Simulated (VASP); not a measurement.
# SrB3Rh (Pm-3m) in VASP: a series of runs

The runs below take SrB3Rh through single point, relaxation of cell and atoms, with PBE.

Everything below comes from runs of VASP 6.6.1. Logs are shortened: lines on timing, memory, paths and dates and some standing lists are left out, and cuts for length are marked.

### Step 1. The cell of the first run

It takes space group Pm-3m (No. 221, cubic). The conventional cell has a = 4.149 Å, b = 4.149 Å, c = 4.149 Å, α = 90.00°, β = 90.00°, γ = 90.00°. Within 3.9 Å of Sr (site symmetry m-3m) lie 12 B at 2.93 Å and 8 Rh at 3.59 Å. Within 2.7 Å of B (site symmetry 4/mmm) lie 2 Rh at 2.07 Å. Rh (site symmetry m-3m) has 6 B at 2.07 Å within 2.7 Å.

### Step 2. Single point, PBE

The input, INCAR:

```
ALGO = Normal
EDIFF = 1E-7
ENCUT = 520
GGA = PE
ISIF = 2
ISMEAR = 0
LASPH = True
LCHARG = False
LREAL = False
LWAVE = False
NBANDS = 25
NELM = 80
PREC = Accurate
SIGMA = 0.1
```

The input, KPOINTS:

```
k-points
0
Gamma
  10 10 10
```

The input, POSCAR:

```
SrB3Rh
1.0
    4.1489532439      0.0000000000      0.0000000000
    0.0000000000      4.1489532439      0.0000000000
    0.0000000000      0.0000000000      4.1489532439
Sr B Rh
1 3 1
Direct
    0.5000000000      0.5000000000      0.5000000000
    0.5000000000      0.0000000000      0.0000000000
    0.0000000000      0.5000000000      0.0000000000
    0.0000000000      0.0000000000      0.5000000000
    0.0000000000      0.0000000000      0.0000000000
```

Potentials or basis: VASP PAW PBE potentials, release 64 (Sr_sv, B, Rh_pv).

The run is started by

```console
cat potpaw_PBE.64/Sr_sv/POTCAR potpaw_PBE.64/B/POTCAR potpaw_PBE.64/Rh_pv/POTCAR > POTCAR
mpirun -np 1 vasp_std > vasp.out
```

OUTCAR:

```text
EDIFF = 1E-7
   ENCUT = 520
   GGA = PE
   ISIF = 2
   ISMEAR = 0
   LASPH = True
   LREAL = False
   NELM = 80
   PREC = Accurate

 ion  position               nearest neighbor table
   1  0.500  0.500  0.500-   2 2.93   3 2.93   4 2.93   2 2.93   3 2.93   2 2.93   4 2.93   2 2.93
                             3 2.93   4 2.93   3 2.93   4 2.93   5 3.59   5 3.59   5 3.59   5 3.59
   2  0.500  0.000  0.000-   5 2.07   5 2.07   1 2.93   1 2.93   1 2.93   1 2.93
   3  0.000  0.500  0.000-   5 2.07   5 2.07   1 2.93   1 2.93   1 2.93   1 2.93
   4  0.000  0.000  0.500-   5 2.07   5 2.07   1 2.93   1 2.93   1 2.93   1 2.93
   5  0.000  0.000  0.000-   2 2.07   3 2.07   4 2.07   4 2.07   3 2.07   2 2.07   1 3.59   1 3.59
                             1 3.59   1 3.59   1 3.59   1 3.59   1 3.59   1 3.59

  LATTYP: Found a simple cubic cell.
 ALAT       =     4.1489532439

  Lattice vectors:

 A1 = (   4.1489532439,   0.0000000000,   0.0000000000)
 A2 = (   0.0000000000,   4.1489532439,   0.0000000000)
 A3 = (   0.0000000000,   0.0000000000,   4.1489532439)

Analysis of symmetry for initial positions (statically):
=====================================================================
 Subroutine PRICEL returns:
 Original cell was already a primitive cell.

 Routine SETGRP: Setting up the symmetry group for a
 simple cubic supercell.

 Subroutine GETGRP returns: Found 48 space group operations
 (whereof 48 operations were pure point group operations)
 out of a pool of 48 trial point group operations.

The static configuration has the point symmetry O_h .

Analysis of symmetry for dynamics (positions and initial velocities):
=====================================================================
 Subroutine PRICEL returns:
 Original cell was already a primitive cell.

 Routine SETGRP: Setting up the symmetry group for a
 simple cubic supercell.

 Subroutine GETGRP returns: Found 48 space group operations
 (whereof 48 operations were pure point group operations)
 out of a pool of 48 trial point group operations.

The dynamic configuration has the point symmetry O_h .

 Subroutine INISYM returns: Found 48 space group operations
 (whereof 48 operations are pure point group operations),
 and found     1 'primitive' translations

[... 90 lines left out ...]
 SYSTEM =  unknown system
   PREC   = accura    normal or accurate (medium, high low for compatibility)
   ISTART =      0    job   : 0-new  1-cont  2-samecut
   ICHARG =      2    charge: 1-file 2-atom 10-const
   ISPIN  =      1    spin polarized calculation?
   LNONCOLLINEAR =      F non collinear calculations
   LSORBIT =      F    spin-orbit coupling
   LASPH  =      T    aspherical Exc in radial PAW
   ENCUT  =  520.0 eV  38.22 Ry    6.18 a.u.   7.71  7.71  7.71*2*pi/ulx,y,z
   NELM   =     80;   NELMIN=  2; NELMDL= -5     # of ELM steps
   EDIFF  = 0.1E-06   stopping-criterion for ELM
   LREAL  =      F    real-space projection
   EDIFFG = 0.1E-05   stopping-criterion for IOM
   NSW    =      0    number of steps for IOM
   IBRION =     -1    ionic relax: 0-MD 1-quasi-New 2-CG
   NFREE  =      0    steps in history (QN), initial steepest desc. (CG)
   ISIF   =      2    stress and relaxation
   ISYM   =      2    0-nonsym 1-usesym 2-fastsym
   POTIM  = 0.5000    time-step for ionic-motion
   TEBEG  =    0.0;   TEEND  =   0.0 temperature during run
   PSTRESS=    0.0 pullay stress
   NELECT =      34.0000    total number of electrons
   NUPDOWN=      -1.0000    fix difference up-down
   EMIN   =  10.00;   EMAX   =-10.00  energy-range for DOS
   EFERMI =   0.00;   METHOD = LEGACY
   ISMEAR =     0;   SIGMA  =   0.10  broadening in eV -4-tet -1-fermi 0-gaus
   EFERMI_NEDOS =   21; number of points for ismear=-14 and -15
   IALGO  =     38    algorithm
   IMIX   =      4    mixing-type and parameters
     AMIX     =   0.40;   BMIX     =  1.00
     AMIX_MAG =   1.60;   BMIX_MAG =  1.00
  volume/ion in A,a.u.               =      14.28        96.39
  Fermi-wavevector in a.u.,A,eV,Ry     =   1.278290  2.415617 22.232251  1.634024
  Thomas-Fermi vector in A             =   2.410841
   LORBIT       =      0    0 simple, 1 ext, 2 COOP (PROOUT), +10 PAW based schemes
   GGA     = PE    functional components
   LHFCALC =     F    Hartree Fock is set to
   AEXX    =    0.0000 exact exchange contribution
   IVDW    =     0    specifies the selected vdW correction
   LEPSILON=     F    determine dielectric tensor
   LRPA    =     F    only Hartree local field effects (RPA)
 non-spin polarized calculation
 Gauss-broadening in eV      SIGMA  =   0.10
  energy-cutoff  :      520.00
  volume of cell :       71.42
 maximum number of plane-waves:      1956
 NGX is ok and might be reduce to    32
   NGX = 15   NGY = 15   NGZ = 15

 number of electron      34.0000010 magnetization

 Free energy of the ion-electron system (eV)
  ---------------------------------------------------
  ext. energy  EPLUGINS =         0.00000000
  ---------------------------------------------------
  free energy    TOTEN  =       -26.48707060 eV

  energy without entropy =      -26.47430412  energy(sigma->0) =      -26.48068736

 E-fermi :   6.2469     XC(G=0): -10.9415

 val. band max:        6.2349010064   @ k =   0.5000   0.5000   0.3000
 cond. band min:       6.2651276747   @ k =   0.5000   0.3000   0.3000
 fundamental gap:      0.0302266683
 Fermi energy:         6.2468660534

 k-point     1 :       0.0000    0.0000    0.0000
  band No.  band energies     occupation
      1     -42.2536      2.00000
      2     -42.2536      2.00000
      3     -42.2536      2.00000
      4     -28.7152      2.00000
      5     -10.8266      2.00000
      6     -10.8266      2.00000
[... 661 lines left out ...]
     24       9.9613      0.00000
     25      11.3744      0.00000

 [... further k-points ...]
[... 5 lines left out ...]
  --------------------------------------------------------------------------------------
  -------------------------------------------------------------------------------------
  Total        0.0608127      0.0608127      0.0608127      0.0000000      0.0000000     -0.0000000
  in kB        1.3642346      1.3642346      1.3642346      0.0000000      0.0000000     -0.0000000
  external PRESSURE =       1.3642346 kB  Pullay stress =       0.0000000 kB

 VOLUME and BASIS-vectors are now :
 -----------------------------------------------------------------------------
  energy-cutoff  :      520.00
  volume of cell :       71.42
      direct lattice vectors                 reciprocal lattice vectors
     4.148953244  0.000000000  0.000000000     0.241024649  0.000000000  0.000000000
     0.000000000  4.148953244  0.000000000     0.000000000  0.241024649  0.000000000
     0.000000000  0.000000000  4.148953244     0.000000000  0.000000000  0.241024649

 POSITION                                       TOTAL-FORCE (eV/Angst)
 -----------------------------------------------------------------------------------
      2.07448      2.07448      2.07448         0.000000      0.000000      0.000000
      2.07448      0.00000      0.00000         0.000000      0.000000      0.000000
      0.00000      2.07448      0.00000         0.000000      0.000000      0.000000
      0.00000      0.00000      2.07448         0.000000      0.000000      0.000000
      0.00000      0.00000      0.00000         0.000000      0.000000      0.000000
 -----------------------------------------------------------------------------------
    total drift:                                0.000000      0.000000     -0.000000

  FREE ENERGIE OF THE ION-ELECTRON SYSTEM (eV)
  ---------------------------------------------------
  free  energy   TOTEN  =       -26.4870706023 eV

  energy  without entropy=      -26.4743041199  energy(sigma->0) =      -26.48068736
```

OSZICAR:

```text
N       E                     dE             d eps       ncg     rms          rms(c)
DAV:   1     0.222204763393E+03    0.22220E+03   -0.18146E+04  2912   0.130E+03
DAV:   2    -0.185042819279E+02   -0.24071E+03   -0.23167E+03  3309   0.335E+02
DAV:   3    -0.285914362732E+02   -0.10087E+02   -0.99422E+01  4334   0.621E+01
DAV:   4    -0.288789833962E+02   -0.28755E+00   -0.28672E+00  3869   0.737E+00
DAV:   5    -0.288830608577E+02   -0.40775E-02   -0.40769E-02  4013   0.784E-01    0.295E+01
DAV:   6    -0.294261303917E+02   -0.54307E+00   -0.40168E+01  3307   0.426E+01    0.156E+01
DAV:   7    -0.264807259275E+02    0.29454E+01   -0.10274E+01  3417   0.283E+01    0.880E+00
DAV:   8    -0.265585203582E+02   -0.77794E-01   -0.11171E+00  3575   0.503E+00    0.487E+00
DAV:   9    -0.264893839189E+02    0.69136E-01   -0.36746E-01  3341   0.493E+00    0.988E-01
DAV:  10    -0.264870317559E+02    0.23522E-02   -0.18875E-02  3381   0.115E+00    0.181E-01
DAV:  11    -0.264870793135E+02   -0.47558E-04   -0.93390E-04  4115   0.148E-01    0.470E-02
DAV:  12    -0.264870704751E+02    0.88384E-05   -0.46155E-05  3547   0.582E-02    0.258E-02
DAV:  13    -0.264870707266E+02   -0.25150E-06   -0.65338E-06  3605   0.182E-02    0.929E-03
DAV:  14    -0.264870706725E+02    0.54078E-07   -0.15106E-06  4013   0.910E-03    0.258E-03
DAV:  15    -0.264870706023E+02    0.70206E-07   -0.65959E-08  1811   0.182E-03
   1 F= -.26487071E+02 E0= -.26480687E+02  d E =-.127665E-01
```

It took 50 s on 1 thread of AMD EPYC 9R45 (Zen 5), shared host; peak memory 0.21 GiB.

What came out:

```
Free energy            : -26.4871 eV
Pressure               : 0.1 GPa
Band gap on the k mesh : zero (band 17 reaches 6.71 eV, above the bottom of band 18 at 5.98 eV)
```

Levels at points of the mesh, in eV from the Fermi level:
```csv
k point,band 13,band 14,band 15,band 16,band 17,band 18,band 19,band 20,band 21,band 22
"(0.00, 0.00, 0.00)",-4.21,-2.91,-2.91,-2.91,-0.10,-0.10,0.79,0.79,0.79,2.75
"(0.50, 0.00, 0.00)",-4.97,-4.15,-2.88,-2.88,-1.78,0.16,1.35,1.74,1.74,1.93
"(0.50, 0.50, 0.00)",-6.18,-5.20,-5.20,-0.87,-0.61,0.30,0.30,0.90,0.90,2.76
"(0.50, 0.50, 0.50)",-5.88,-5.88,-5.88,-5.87,0.47,0.47,0.47,3.39,3.39,3.39
```

### Step 3. Relaxation of cell and atoms, PBE

This run uses another cell than the first one, of 14.09 Å³/atom, 0.987 times its volume.

The input, INCAR:

```
SYSTEM = SrB3Rh
PREC     = Accurate       ! precision mode
ENCUT    = 600            ! plane-wave cutoff, eV
EDIFF    = 1E-6           ! SCF threshold, eV
ISMEAR   = 0              ! smearing method
SIGMA    = 0.1            ! smearing width, eV
LREAL    = .False.        ! projectors in reciprocal space
LASPH    = .True.         ! aspherical terms in the spheres
NELM     = 60             ! most SCF steps
ALGO     = Normal         ! electronic algorithm
ISIF     = 3              ! what is computed and relaxed
LWAVE    = .False.        ! write WAVECAR
LCHARG   = .False.        ! write CHGCAR
GGA      = PE             ! functional
IBRION   = 2              ! ionic algorithm
NSW      = 100            ! ionic steps
EDIFFG   = -0.01          ! ionic threshold
```

The input, KPOINTS:

```
Automatic mesh
0
Gamma
  10 10 10
  0 0 0
```

Changes to POSCAR since step 2:

```diff
@@ -2,5 +2,5 @@
 1.0
-    4.1489532439      0.0000000000      0.0000000000
-    0.0000000000      4.1489532439      0.0000000000
-    0.0000000000      0.0000000000      4.1489532439
+    4.1304061200      0.0000000000      0.0000000000
+    0.0000000000      4.1304061200      0.0000000000
+    0.0000000000      0.0000000000      4.1304061200
 Sr B Rh
```

Potentials or basis: VASP PAW PBE potentials, release 64 (Sr_sv, B, Rh_pv).

The run is started by

```console
cat potpaw_PBE.64/Sr_sv/POTCAR potpaw_PBE.64/B/POTCAR potpaw_PBE.64/Rh_pv/POTCAR > POTCAR
mpirun -np 1 vasp_std > vasp.out
```

It took 2.6 min on 1 thread of AMD EPYC 9R45 (Zen 5), shared host; peak memory 0.26 GiB.

Results (log left out):

```
Free energy                            : -26.4875 eV
Relaxed volume                         : 14.30 Å³/atom
Relaxed cell                           : a = 4.150 Å, b = 4.150 Å, c = 4.150 Å, α = 90.00°, β = 90.00°, γ = 90.00°
Space group after relaxing (to 0.05 Å) : Pm-3m (No. 221)
Energy gained by relaxing              : 1.2 meV/atom
Ionic steps                            : 3
Pressure after relaxing                : 0.0 GPa
Band gap on the k mesh                 : zero (band 17 reaches 6.70 eV, above the bottom of band 18 at 5.97 eV)
```

The path:
| step | energy change (eV) | largest force (eV/Å) | pressure (GPa) | volume (Å³) |
| --- | --- | --- | --- | --- |
| 1 | 0.0000 | 0.0000 | 1.89 | 70.47 |
| 2 | -0.0033 | 0.0000 | -1.18 | 72.17 |
| 3 | -0.0058 | 0.0000 | 0.00 | 71.48 |

Final structure:
```cif
data_structure
_symmetry_space_group_name_H-M 'P 1'
_symmetry_Int_Tables_number 1
_cell_length_a 4.1501
_cell_length_b 4.1501
_cell_length_c 4.1501
_cell_angle_alpha 90.000
_cell_angle_beta 90.000
_cell_angle_gamma 90.000
_cell_volume 71.48
loop_
_atom_site_label
_atom_site_type_symbol
_atom_site_fract_x
_atom_site_fract_y
_atom_site_fract_z
_atom_site_occupancy
Sr1 Sr 0.50000 0.50000 0.50000 1
B1 B 0.50000 0.00000 0.00000 1
B2 B 0.00000 0.50000 0.00000 1
B3 B 0.00000 0.00000 0.50000 1
Rh1 Rh 0.00000 0.00000 0.00000 1
```

Levels at points of the mesh, in eV from the Fermi level:
| k point | band 13 | band 14 | band 15 | band 16 | band 17 | band 18 | band 19 | band 20 | band 21 |
| --- | --- | --- | --- | --- | --- | --- | --- | --- | --- |
| (0.00, 0.00, 0.00) | -4.21 | -2.91 | -2.91 | -2.91 | -0.10 | -0.10 | 0.79 | 0.79 | 0.79 |
| (0.50, 0.00, 0.00) | -4.96 | -4.15 | -2.88 | -2.88 | -1.77 | 0.16 | 1.35 | 1.74 | 1.74 |
| (0.50, 0.50, 0.00) | -6.18 | -5.19 | -5.19 | -0.87 | -0.61 | 0.30 | 0.30 | 0.90 | 0.90 |
| (0.50, 0.50, 0.50) | -5.88 | -5.88 | -5.88 | -5.87 | 0.47 | 0.47 | 0.47 | 3.39 | 3.39 |
